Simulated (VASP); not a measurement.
# Pb (Fd-3m) in VASP: notebook

The runs below take Pb through single point, with PBE.

Program: VASP 6.6.1. These are calculated values, not measurements. Logs are shortened: lines on timing, memory, paths and dates and some standing lists are left out, and cuts for length are marked.

## 1. The cell of the first run

The structure is cubic, space group Fd-3m (No. 227). Conventional cell: a = 7.334 Å, b = 7.334 Å, c = 7.334 Å, α = 90.00°, β = 90.00°, γ = 90.00°. Pb (site symmetry -43m) has 4 Pb at 3.18 Å within 4.2 Å.

This isn't the form of Pb at room conditions, which is fcc.

## 2. Single point, PBE (49.31 Å³/atom)

Input file INCAR:

```
SYSTEM = Pb
PREC     = Accurate       ! precision mode
ENCUT    = 520            ! plane-wave cutoff, eV
EDIFF    = 1E-6           ! SCF threshold, eV
ISMEAR   = -1             ! smearing method
SIGMA    = 0.1            ! smearing width, eV
LREAL    = .False.        ! projectors in reciprocal space
LASPH    = .True.         ! aspherical terms in the spheres
NELM     = 100            ! most SCF steps
ALGO     = Normal         ! electronic algorithm
ISIF     = 2              ! what is computed and relaxed
LWAVE    = .False.        ! write WAVECAR
LCHARG   = .False.        ! write CHGCAR
GGA      = PE             ! functional
NBANDS   = 21             ! bands
```

Input file KPOINTS:

```
regular mesh
0
Gamma
  13 13 13
  0 0 0
```

Input file POSCAR:

```
Pb
1.0
    0.0000000000      3.6670716303      3.6670716303
    3.6670716303      0.0000000000      3.6670716303
    3.6670716303      3.6670716303      0.0000000000
Pb
2
Direct
    0.1250000000      0.1250000000      0.1250000000
    0.8750000000      0.8750000000      0.8750000000
```

Potentials or basis: VASP PAW PBE potentials, release 64 (Pb_d).

The run is started by

```
$ cat potpaw_PBE.64/Pb_d/POTCAR > POTCAR
$ mpirun -np 1 vasp_std > vasp.out
```

OUTCAR:

```text
SYSTEM = Pb
   PREC = Accurate
   ENCUT = 520
   EDIFF = 1E-6
   ISMEAR = -1
   LREAL = .False.
   LASPH = .True.
   NELM = 100
   ISIF = 2
   GGA = PE

 ion  position               nearest neighbor table
   1  0.125  0.125  0.125-   2 3.18   2 3.18   2 3.18   2 3.18
   2  0.875  0.875  0.875-   1 3.18   1 3.18   1 3.18   1 3.18

  LATTYP: Found a face centered cubic cell.
 ALAT       =     7.3341432606

  Lattice vectors:

 A1 = (   0.0000000000,   3.6670716303,   3.6670716303)
 A2 = (   3.6670716303,   0.0000000000,   3.6670716303)
 A3 = (   3.6670716303,   3.6670716303,   0.0000000000)

Analysis of symmetry for initial positions (statically):
=====================================================================
 Subroutine PRICEL returns:
 Original cell was already a primitive cell.

 Routine SETGRP: Setting up the symmetry group for a
 face centered cubic supercell.

 Subroutine GETGRP returns: Found 48 space group operations
 (whereof 12 operations were pure point group operations)
 out of a pool of 48 trial point group operations.

The static configuration has the point symmetry D_3d.
 The point group associated with its full space group is O_h .

Analysis of symmetry for dynamics (positions and initial velocities):
=====================================================================
 Subroutine PRICEL returns:
 Original cell was already a primitive cell.

 Routine SETGRP: Setting up the symmetry group for a
 face centered cubic supercell.

 Subroutine GETGRP returns: Found 48 space group operations
 (whereof 12 operations were pure point group operations)
 out of a pool of 48 trial point group operations.

The dynamic configuration has the point symmetry D_3d.
 The point group associated with its full space group is O_h .

 Subroutine INISYM returns: Found 48 space group operations
 (whereof 12 operations are pure point group operations),
 and found     1 'primitive' translations

----------------------------------------------------------------------------------------

                                     Primitive cell

  volume of cell :      98.6253

  direct lattice vectors                    reciprocal lattice vectors
     0.000000000  3.667071630  3.667071630    -0.136348577  0.136348577  0.136348577
     3.667071630  0.000000000  3.667071630     0.136348577 -0.136348577  0.136348577
     3.667071630  3.667071630  0.000000000     0.136348577  0.136348577 -0.136348577

  length of vectors
     5.186022434  5.186022434  5.186022434     0.236162664  0.236162664  0.236162664

  position of ions in fractional coordinates (direct lattice)
     0.125000000  0.125000000  0.125000000
     0.875000000  0.875000000  0.875000000

  ion indices of the primitive-cell ions
   primitive index   ion index
                 1           1
                 2           2

----------------------------------------------------------------------------------------

 KPOINTS: regular mesh

Automatic generation of k-mesh.
 Grid dimensions read from file:
 generate k-points for:   13   13   13

 Generating k-lattice:

  Cartesian coordinates                     Fractional coordinates (reciprocal lattice)
    -0.010488352  0.010488352  0.010488352     0.076923077  0.000000000  0.000000000
     0.010488352 -0.010488352  0.010488352     0.000000000  0.076923077  0.000000000
     0.010488352  0.010488352 -0.010488352     0.000000000  0.000000000  0.076923077

  Length of vectors
     0.018166359  0.018166359  0.018166359

  Shift w.r.t. Gamma in fractional coordinates (k-lattice)
     0.000000000  0.000000000  0.000000000

 Subroutine IBZKPT returns following result:
 ===========================================

 Found     84 irreducible k-points:

 Following reciprocal coordinates:
            Coordinates               Weight
  0.000000  0.000000  0.000000      1.000000
  0.076923  0.000000  0.000000      8.000000
  0.153846  0.000000  0.000000      8.000000
  0.230769  0.000000  0.000000      8.000000
  0.307692  0.000000  0.000000      8.000000
  0.384615  0.000000  0.000000      8.000000
[... 16 lines left out ...]
  0.384615  0.153846  0.000000     24.000000
  0.461538  0.153846  0.000000     24.000000
 [... further k-points ...]
   k-points           NKPTS =     84   k-points in BZ     NKDIM =     84   number of bands    NBANDS=     21
   number of dos      NEDOS =    301   number of ions     NIONS =      2
   total plane-waves  NPLWV =  64000
   dimension x,y,z NGX =    40 NGY =   40 NGZ =   40
   dimension x,y,z NGXF=    80 NGYF=   80 NGZF=   80
   ions per type =               2
   NGX,Y,Z   is equivalent  to a cutoff of  12.82, 12.82, 12.82 a.u.
   NGXF,Y,Z  is equivalent  to a cutoff of  25.65, 25.65, 25.65 a.u.
 SYSTEM =  Pb
   PREC   = accura    normal or accurate (medium, high low for compatibility)
   ISTART =      0    job   : 0-new  1-cont  2-samecut
   ICHARG =      2    charge: 1-file 2-atom 10-const
   ISPIN  =      1    spin polarized calculation?
   LNONCOLLINEAR =      F non collinear calculations
   LSORBIT =      F    spin-orbit coupling
   LASPH  =      T    aspherical Exc in radial PAW
   ENCUT  =  520.0 eV  38.22 Ry    6.18 a.u.   9.64  9.64  9.64*2*pi/ulx,y,z
   NELM   =    100;   NELMIN=  2; NELMDL= -5     # of ELM steps
   EDIFF  = 0.1E-05   stopping-criterion for ELM
   LREAL  =      F    real-space projection
   EDIFFG = 0.1E-04   stopping-criterion for IOM
   NSW    =      0    number of steps for IOM
   IBRION =     -1    ionic relax: 0-MD 1-quasi-New 2-CG
   NFREE  =      0    steps in history (QN), initial steepest desc. (CG)
   ISIF   =      2    stress and relaxation
   ISYM   =      2    0-nonsym 1-usesym 2-fastsym
   POTIM  = 0.5000    time-step for ionic-motion
   TEBEG  =    0.0;   TEEND  =   0.0 temperature during run
   PSTRESS=    0.0 pullay stress
   NELECT =      28.0000    total number of electrons
   NUPDOWN=      -1.0000    fix difference up-down
   EMIN   =  10.00;   EMAX   =-10.00  energy-range for DOS
   EFERMI =   0.00;   METHOD = LEGACY
   ISMEAR =    -1;   SIGMA  =   0.10  broadening in eV -4-tet -1-fermi 0-gaus
   EFERMI_NEDOS =   21; number of points for ismear=-14 and -15
   IALGO  =     38    algorithm
   IMIX   =      4    mixing-type and parameters
     AMIX     =   0.40;   BMIX     =  1.00
     AMIX_MAG =   1.60;   BMIX_MAG =  1.00
  volume/ion in A,a.u.               =      49.31       332.78
  Fermi-wavevector in a.u.,A,eV,Ry     =   1.075965  2.033279 15.751472  1.157701
  Thomas-Fermi vector in A             =   2.211836
   LORBIT       =      0    0 simple, 1 ext, 2 COOP (PROOUT), +10 PAW based schemes
   GGA     = PE    functional components
   LHFCALC =     F    Hartree Fock is set to
   AEXX    =    0.0000 exact exchange contribution
   IVDW    =     0    specifies the selected vdW correction
   LEPSILON=     F    determine dielectric tensor
   LRPA    =     F    only Hartree local field effects (RPA)
 non-spin polarized calculation
  energy-cutoff  :      520.00
  volume of cell :       98.63
 maximum number of plane-waves:      2693
   NGX = 19   NGY = 19   NGZ = 19

 number of electron      27.9999995 magnetization

 Free energy of the ion-electron system (eV)
  ---------------------------------------------------
  ext. energy  EPLUGINS =         0.00000000
  ---------------------------------------------------
  free energy    TOTEN  =        -6.53668364 eV

  energy without entropy =       -6.50856569  energy(sigma->0) =       -6.52262466

 E-fermi :   2.7371     XC(G=0):  -7.6310

 val. band max:        2.7268887119   @ k =  -0.3077   0.0769   0.0000
 cond. band min:       2.7471901987   @ k =   0.1538   0.0000   0.0000
 fundamental gap:      0.0203014868
 Fermi energy:         2.7371290974

 k-point     1 :       0.0000    0.0000    0.0000
  band No.  band energies     occupation
      1     -14.1448      2.00000
      2     -14.1448      2.00000
      3     -14.1448      2.00000
      4     -14.0956      2.00000
      5     -14.0956      2.00000
      6     -13.8355      2.00000
[... 13 lines left out ...]
     20      10.5791      0.00000
     21      10.5795      0.00000

 k-point     2 :       0.0769    0.0000    0.0000
  band No.  band energies     occupation
      1     -14.1487      2.00000
      2     -14.1487      2.00000
      3     -14.1437      2.00000
      4     -14.0903      2.00000
      5     -14.0903      2.00000
      6     -13.8494      2.00000
[... 13 lines left out ...]
     20      10.0446      0.00000
     21      10.0446      0.00000

 k-point     3 :       0.1538    0.0000    0.0000
  band No.  band energies     occupation
      1     -14.1567      2.00000
      2     -14.1567      2.00000
      3     -14.1408      2.00000
      4     -14.0785      2.00000
      5     -14.0785      2.00000
      6     -13.8629      2.00000
[... 13 lines left out ...]
     20       9.6942      0.00000
     21       9.6942      0.00000

 k-point     4 :       0.2308    0.0000    0.0000
  band No.  band energies     occupation
      1     -14.1642      2.00000
      2     -14.1642      2.00000
      3     -14.1364      2.00000
      4     -14.0660      2.00000
      5     -14.0660      2.00000
      6     -13.8747      2.00000
[... 13 lines left out ...]
     20       9.5769      0.00000
     21       9.5769      0.00000

 k-point     5 :       0.3077    0.0000    0.0000
  band No.  band energies     occupation
      1     -14.1697      2.00000
      2     -14.1697      2.00000
      3     -14.1317      2.00000
      4     -14.0557      2.00000
      5     -14.0557      2.00000
      6     -13.8836      2.00000
[... 13 lines left out ...]
     20       9.7249      0.00000
     21       9.7249      0.00000
[... 382 lines left out ...]
     20       8.6525      0.00000
     21      10.5860      0.00000

 k-point    22 :       0.3077    0.1538    0.0000
  band No.  band energies     occupation
      1     -14.1760      2.00000
      2     -14.1674      2.00000
      3     -14.1342      2.00000
      4     -14.0590      2.00000
      5     -14.0315      2.00000
      6     -13.9267      2.00000
[... 13 lines left out ...]
     20       9.2848      0.00000
     21      10.5443      0.00000

 k-point    23 :       0.3846    0.1538    0.0000
  band No.  band energies     occupation
      1     -14.1846      2.00000
      2     -14.1728      2.00000
      3     -14.1215      2.00000
      4     -14.0475      2.00000
      5     -14.0237      2.00000
      6     -13.9328      2.00000
[... 13 lines left out ...]
     20       9.7032      0.00000
     21      10.7353      0.00000

 k-point    24 :       0.4615    0.1538    0.0000
  band No.  band energies     occupation
      1     -14.1903      2.00000
      2     -14.1770      2.00000
      3     -14.1097      2.00000
      4     -14.0373      2.00000
      5     -14.0232      2.00000
      6     -13.9304      2.00000
[... 13 lines left out ...]
     20       9.9605      0.00000
     21      10.6466      0.00000

 [... further k-points ...]

------------------------ aborting loop because EDIFF is reached ----------------------------------------

  FORCE on cell =-STRESS in cart. coord.  units (eV):
  Direction    XX          YY          ZZ          XY          YZ          ZX
  --------------------------------------------------------------------------------------
  -------------------------------------------------------------------------------------
  Total       -1.3658690     -1.3658690     -1.3658690     -0.0000000     -0.0000000      0.0000000
  in kB      -22.1886788    -22.1886788    -22.1886788     -0.0000000     -0.0000000      0.0000000
  external PRESSURE =     -22.1886788 kB  Pullay stress =       0.0000000 kB

 VOLUME and BASIS-vectors are now :
 -----------------------------------------------------------------------------
  energy-cutoff  :      520.00
  volume of cell :       98.63
      direct lattice vectors                 reciprocal lattice vectors
     0.000000000  3.667071630  3.667071630    -0.136348577  0.136348577  0.136348577
     3.667071630  0.000000000  3.667071630     0.136348577 -0.136348577  0.136348577
     3.667071630  3.667071630  0.000000000     0.136348577  0.136348577 -0.136348577

 POSITION                                       TOTAL-FORCE (eV/Angst)
 -----------------------------------------------------------------------------------
      0.91677      0.91677      0.91677         0.000000      0.000000      0.000000
      6.41738      6.41738      6.41738        -0.000000     -0.000000     -0.000000
 -----------------------------------------------------------------------------------
    total drift:                                0.000000      0.000000     -0.000000

  FREE ENERGIE OF THE ION-ELECTRON SYSTEM (eV)
  ---------------------------------------------------
  free  energy   TOTEN  =        -6.5366836354 eV

  energy  without entropy=       -6.5085656929  energy(sigma->0) =       -6.52262466
```

Run time: 4.5 min. Hardware: 1 thread of Intel Xeon 8259CL, shared host; peak memory 0.32 GiB.

What came out:

- Free energy: -6.5367 eV
- Pressure: -2.2 GPa
- Band gap on the k mesh: zero (bands 14 and 15 overlap by 0.87 eV)

Levels at points of the mesh, in eV from the Fermi level:
```tsv
k point	band 12	band 13	band 14	band 15	band 16	band 17
(0.00, 0.00, 0.00)	-4.84	0.37	0.37	0.37	2.29	2.29
```

Caveat: spin-orbit coupling is left out, which moves the levels of the heavy elements.

## 3. Single point, PBE, non-collinear spin, zero start, spin-orbit coupling

This run uses another cell than the first one, of 44.03 Å³/atom.

Input file INCAR:

```
PREC = Accurate
ENCUT = 520
EDIFF = 1E-7
ISMEAR = -1
SIGMA = 0.1
LREAL = F
LASPH = T
NELM = 150
ALGO = Normal
ISIF = 2
LWAVE = F
LCHARG = T
MAGMOM = 0 0 0 0 0 0
LORBIT = 11
LSORBIT = T
GGA_COMPAT = F
LORBMOM = T
GGA = PE
LVHAR = T
NBANDS = 40
```

Input file KPOINTS:

```
regular mesh
0
Gamma
  8 8 8
```

Input file POSCAR:

```
Pb
1.0
    0.0000000000      3.5311273912      3.5311273912
    3.5311273912      0.0000000000      3.5311273912
    3.5311273912      3.5311273912      0.0000000000
Pb
2
Direct
    0.1250000000      0.1250000000      0.1250000000
    0.8750000000      0.8750000000      0.8750000000
```

Potentials or basis: VASP PAW PBE potentials, release 64 (Pb_d).

The run is started by

```
$ cat potpaw_PBE.64/Pb_d/POTCAR > POTCAR
$ mpirun -np 1 vasp_ncl > vasp.out
```

Wall time 10 min (1 thread of Intel Xeon 8259CL, shared host); peak memory 0.55 GiB.

It converged, with:

| Quantity | Value |
| --- | --- |
| Free energy | -7.8466 eV |
| Pressure | 0.3 GPa |
| Net moment | 0.00 μB per cell |
| Valence electrons inside the program's atomic spheres | Pb 12.01 |

Moments on the atoms (μB; x, y, z):
```
Pb  0.00 0.00 0.00
Pb  0.00 0.00 0.00
```
